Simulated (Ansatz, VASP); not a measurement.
## C in VASP and in Ansatz

```
CELL_PARAMETERS angstrom
6.55958 0.00000 0.00000
-3.27979 5.68076 0.00000
0.00000 0.00000 1.24843
ATOMIC_POSITIONS crystal
C 0.00000 0.00000 0.00000
C 0.33333 0.66667 0.50000
C 0.66667 0.33333 0.50000
```

Alike in both runs: task single point; functional BLYP; k mesh 6 × 6 × 27; occupations fermi-dirac, width 0.1 eV; no spin polarisation.

|  | VASP | Ansatz |
| --- | --- | --- |
| version | VASP 6.6.1 | Ansatz 0.2.0 |
| potentials or method | VASP PAW PBE potentials, release 64 (C), cutoff 520 eV | plane waves (420 eV) with PAW, scalar-relativistic |
| valence electrons in the cell | 12 | 12 |

```csv
,VASP,Ansatz,Ansatz less VASP
pressure (GPa),12.0,12.4,+0.40
"traceless stress, the component that is largest in VASP (GPa)",22.56,23.16,+0.598
```

VASP's potentials were made for PBE, not for BLYP.
